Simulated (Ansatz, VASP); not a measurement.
## Mo3N4 in VASP and in Ansatz

The input INCAR:

```
  ALGO = Normal
  EDIFF = 1E-7
  EDIFFG = -0.001
  ENCUT = 600
  GGA = PS
  IBRION = 2
  ISIF = 3
  ISMEAR = -1
  LASPH = True
  LCHARG = False
  LREAL = False
  LWAVE = False
  NELM = 60
  NSW = 80
  PREC = Accurate
  SIGMA = 0.15
```

KPOINTS

```
k-points
0
Gamma
  8 8 8
```

File POSCAR:

```
Mo3N4
1.0
    4.1644377364      0.0000000000      0.0000000000
    0.0000000000      4.1644377364      0.0000000000
    0.0000000000      0.0000000000      4.1644377364
Mo N
3 4
Direct
    0.5000000000      0.5000000000      0.0000000000
    0.0000000000      0.5000000000      0.5000000000
    0.5000000000      0.0000000000      0.5000000000
    0.5000000000      0.5000000000      0.5000000000
    0.5000000000      0.0000000000      0.0000000000
    0.0000000000      0.5000000000      0.0000000000
    0.0000000000      0.0000000000      0.5000000000
```

Input for Ansatz:

```yaml
crystal:
  lattice:
    - [4.1644377362, 0.0, 0.0]
    - [0.0, 4.1644377362, 0.0]
    - [0.0, 0.0, 4.1644377362]
  atoms:
    - { symbol: Mo, position: [0.5, 0.5, 0.0] }
    - { symbol: Mo, position: [0.0, 0.5, 0.5] }
    - { symbol: Mo, position: [0.5, 0.0, 0.5] }
    - { symbol: "N", position: [0.5, 0.5, 0.5] }
    - { symbol: "N", position: [0.5, 0.0, 0.0] }
    - { symbol: "N", position: [0.0, 0.5, 0.0] }
    - { symbol: "N", position: [0.0, 0.0, 0.5] }
basis:
  ecutwfc: 420
kpoints:
  mp_grid: { grid: [8, 8, 8] }
hamiltonian:
  xc: pbesol
scf:
  occupations: { method: fermi_dirac, width: 0.15 }
output:
  forces: true
  stress: true
  eigenvalues: true
relax:
  adjacent_minimum: "off"
  f_tol: 0.001
  max_steps: 60
  cell: { stress_tol: 0.01 }
```

Alike in both runs: task relaxation of cell and atoms; functional PBEsol; k mesh 8 × 8 × 8; occupations fermi-dirac, width 0.15 eV; no spin polarisation.

|  | VASP | Ansatz |
| --- | --- | --- |
| version | VASP 6.6.1 | Ansatz 0.2.0 |
| potentials or method | VASP PAW PBE potentials, release 64 (Mo_sv, N), cutoff 600 eV | scalar-relativistic, plane waves, PAW |
| valence electrons in the cell | 62 | 62 |

VASP gave:

| Quantity | Value |
| --- | --- |
| gap on the k mesh at the Fermi level, each at its own relaxed structure (eV) | none |
| relaxed volume (Å³/atom) | 10.33 |
| relaxed cell length with the largest relative difference (Å) | 4.167 |

**Question.** What did Ansatz give for the same quantities?

**Answer.** gap on the k mesh at the Fermi level, each at its own relaxed structure (eV): none; relaxed volume (Å³/atom): 10.33; relaxed cell length with the largest relative difference (Å): 4.166.

VASP's potentials were made for PBE, not for PBEsol. A gap of «none» marks a metal or a gap that the smearing closes.
